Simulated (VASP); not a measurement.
# TiSi16 (a cell with a defect) in VASP: further runs, part 2 of 2

VASP 6.6.1.

## (4) Single point, PBEsol

INCAR reads:

```
SYSTEM = TiSi16
PREC = Accurate
ENCUT = 520
EDIFF = 1E-6
ISMEAR = 0
SIGMA = 0.05
LREAL = Auto
LASPH = .TRUE.
NELM = 100
ALGO = Normal
ISIF = 2
LWAVE = .FALSE.
LCHARG = .FALSE.
GGA = PS
NBANDS = 52
```

KPOINTS reads:

```
regular mesh
0
G
  2 2 2
  0 0 0
```

POSCAR reads:

```
TiSi16
1.0
    0.0000000000      5.4300000000      5.4300000000
    5.4300000000      0.0000000000      5.4300000000
    5.4300000000      5.4300000000      0.0000000000
Si Ti
16 1
Direct
    0.0004174954     -0.0006559853     -0.0112784530
    0.1426534991      0.1415750460      0.0745319521
    0.0182186924      0.0171343462      0.4478498158
    0.1166851750      0.1156120626      0.6156382136
    0.0004322284      0.5118583794     -0.0113206262
    0.1091255985      0.6254320442      0.1403215470
   -0.0340406998      0.5101313076      0.5140871087
    0.1167066298      0.6523926335      0.6155900552
    0.5129397790     -0.0006357274     -0.0113394107
    0.6265053407      0.1080690608      0.1402985267
    0.5112009208     -0.0350974217      0.5140622468
    0.6534712707      0.1156408840      0.6155701657
    0.4833534991      0.4822899632      0.0523825967
    0.6265230203      0.6254561694      0.1402497238
    0.5112235727      0.5101659300      0.5140064457
    0.6070873849      0.6060345304      0.6811279006
    0.3425898711      0.3415267035      0.4746596685
```

Run with:

```sh
cat potpaw_PBE.64/Si/POTCAR potpaw_PBE.64/Ti_sv/POTCAR > POTCAR
mpirun -np 1 vasp_std > vasp.out
```

Run time: 2.9 min. Hardware: 1 thread of AMD EPYC 9R45 (Zen 5), shared host; peak memory 0.46 GiB.

It converged, with:

* Free energy: -97.3240 eV
* Pressure: 2.3 GPa
* Largest force: 1.999 eV/Å
* Band gap on the k mesh: zero (bands 38 and 39 overlap by 0.30 eV)

Forces on the atoms (eV/Å):
```
Si   0.098  0.099 -0.037
Si   0.126  0.122 -0.127
Si   0.083  0.084 -0.084
Si   0.103  0.103  0.048
Si   0.038  0.099 -0.098
Si   0.069  0.027 -0.070
Si   0.106  0.121 -0.106
Si  -0.047  0.103 -0.104
Si   0.098  0.039 -0.098
Si   0.027  0.067 -0.069
Si   0.120  0.106 -0.106
Si   0.103 -0.048 -0.103
Si  -0.007 -0.008  0.007
Si   0.068  0.067 -0.027
Si   0.106  0.106 -0.120
Si   0.065  0.065 -0.065
Ti  -1.155 -1.152  1.157
```

Stress tensor (GPa, compression positive):
```
 2.28 -0.54  0.54
-0.54  2.28  0.54
 0.54  0.54  2.28
```

Levels at points of the mesh, in eV from the Fermi level:
```csv
k point,band 35,band 36,band 37,band 38,band 39,band 40,band 41,band 42
"(0.00, 0.00, 0.00)",-1.13,-0.70,-0.62,-0.26,-0.26,-0.03,-0.03,0.09
"(0.50, 0.00, 0.00)",-1.31,-1.25,-0.31,-0.01,0.13,0.59,0.62,0.73
"(0.00, 0.50, 0.00)",-1.31,-1.25,-0.31,-0.01,0.13,0.59,0.62,0.73
"(0.00, 0.00, 0.50)",-1.28,-1.28,-0.23,-0.23,-0.22,0.69,0.71,0.71
"(0.50, 0.50, 0.50)",-1.31,-1.25,-0.31,-0.01,0.13,0.59,0.62,0.73
"(0.50, 0.50, 0.00)",-1.81,-1.72,-0.26,0.04,0.32,0.71,0.89,1.01
"(0.00, 0.50, 0.50)",-1.81,-1.72,-0.26,0.04,0.32,0.71,0.89,1.01
"(0.50, 0.00, 0.50)",-1.81,-1.72,-0.26,0.04,0.32,0.71,0.89,1.01
```

Caveat: the k points lie up to 0.50 Å⁻¹ apart; the PAW data sets were made with another functional, which shifts forces and pressure a little.

## (5) Single point, PBEsol

INCAR reads:

```
PREC = Accurate ; ENCUT = 520
EDIFF = 1E-6 ; ISMEAR = 0
SIGMA = 0.05 ; LREAL = Auto
LASPH = T ; NELM = 60
ALGO = Normal ; ISIF = 2
LWAVE = F ; LCHARG = F
GGA = PS ; NBANDS = 52
```

KPOINTS reads:

```
Automatic mesh
0
Gamma
  2 2 2
```

POSCAR reads:

```
TiSi16
1.0
    0.0000000000      5.4300000000      5.4300000000
    5.4300000000      0.0000000000      5.4300000000
    5.4300000000      5.4300000000      0.0000000000
Si Ti
16 1
Direct
    0.0002807551     -0.0008623389     -0.0054973297
    0.1371862799      0.1360470534      0.0911045120
    0.0132557090      0.0121089319      0.4629054328
    0.1191074586      0.1179279006      0.6200518416
    0.0002809392      0.5064706262     -0.0055170350
    0.1114778085      0.6255888582      0.1377280847
   -0.0215952118      0.5027406998      0.5165462247
    0.1190847145      0.6432998158      0.6200364641
    0.5076057090     -0.0008493554     -0.0055346225
    0.6267311234      0.1103195212      0.1377200737
    0.5038796501     -0.0227674954      0.5165021179
    0.6444338858      0.1179397790      0.6200128913
    0.4938744936      0.4927139042      0.0210363720
    0.6267191529      0.6256011050      0.1376828729
    0.5038244936      0.5027633517      0.5164883978
    0.6145317680      0.6133463168      0.6590627072
    0.3662347145      0.3650768877      0.4039398711
```

Run with:

```sh
cat potpaw_PBE.64/Si/POTCAR potpaw_PBE.64/Ti_sv/POTCAR > POTCAR
mpirun -np 1 vasp_std > vasp.out
```

Run time: 3 min. Hardware: 1 thread of AMD EPYC 9R45 (Zen 5), shared host; peak memory 0.46 GiB.

Results (log left out):

```
Free energy            : -98.2054 eV
Pressure               : 1.8 GPa
Largest force          : 0.471 eV/Å
Band gap on the k mesh : zero (bands 38 and 39 overlap by 0.32 eV)
```

Forces on the atoms (eV/Å):
```
Si   0.054  0.053 -0.021
Si   0.087  0.087 -0.087
Si   0.077  0.078 -0.076
Si   0.058  0.057  0.033
Si   0.022  0.053 -0.055
Si  -0.006  0.006  0.006
Si  -0.013  0.124  0.010
Si  -0.032  0.057 -0.058
Si   0.053  0.022 -0.053
Si   0.006 -0.006  0.007
Si   0.124 -0.010  0.010
Si   0.058 -0.033 -0.057
Si  -0.120 -0.119  0.120
Si  -0.007 -0.006 -0.006
Si  -0.011 -0.010 -0.124
Si  -0.079 -0.080  0.080
Ti  -0.271 -0.273  0.271
```

Levels at points of the mesh, in eV from the Fermi level:
| k point | band 33 | band 34 | band 35 | band 36 | band 37 | band 38 | band 39 | band 40 | band 41 | band 42 |
| --- | --- | --- | --- | --- | --- | --- | --- | --- | --- | --- |
| (0.00, 0.00, 0.00) | -1.52 | -0.96 | -0.94 | -0.94 | -0.44 | -0.31 | -0.30 | -0.04 | -0.04 | 0.23 |
| (0.50, 0.00, 0.00) | -1.87 | -1.84 | -1.28 | -1.23 | -0.20 | 0.01 | 0.26 | 0.39 | 0.53 | 0.77 |
| (0.00, 0.50, 0.00) | -1.87 | -1.84 | -1.28 | -1.23 | -0.20 | 0.01 | 0.26 | 0.39 | 0.53 | 0.77 |
| (0.00, 0.00, 0.50) | -1.89 | -1.89 | -1.25 | -1.25 | -0.32 | -0.08 | -0.08 | 0.56 | 0.56 | 0.92 |
| (0.50, 0.50, 0.50) | -1.87 | -1.84 | -1.28 | -1.23 | -0.20 | 0.01 | 0.26 | 0.39 | 0.53 | 0.77 |
| (0.50, 0.50, 0.00) | -2.33 | -1.91 | -1.87 | -1.74 | -0.62 | 0.01 | 0.56 | 0.71 | 1.12 | 1.35 |
| (0.00, 0.50, 0.50) | -2.33 | -1.91 | -1.87 | -1.74 | -0.62 | 0.01 | 0.56 | 0.71 | 1.12 | 1.35 |
| (0.50, 0.00, 0.50) | -2.33 | -1.91 | -1.87 | -1.74 | -0.62 | 0.01 | 0.56 | 0.71 | 1.12 | 1.35 |

Caveat: the k points lie up to 0.50 Å⁻¹ apart; the PAW data sets were made with another functional, which shifts forces and pressure a little.

## (6) The runs side by side

```csv
cell,gap on the mesh (eV),pressure (GPa),largest force (eV/Å)
"as given, atomic positions A",none,1.8,0.49
"as given, atomic positions B",none,2.3,2.00
"as given, atomic positions C",none,2.3,2.00
"as given, atomic positions D",none,1.8,0.47
```

Alike in all rows: task single point; level PBEsol; potentials or basis VASP PAW PBE potentials, release 64 (Si, Ti_sv); no spin polarisation; k mesh 2 × 2 × 2; cutoff (eV) 520; smearing gaussian 0.05 eV.

Caveats: all runs use coarse meshes; the PAW data sets were made with another functional, which shifts forces and pressure a little.

Total energies depend on the potentials used, so only differences within one code and one set of settings carry meaning.
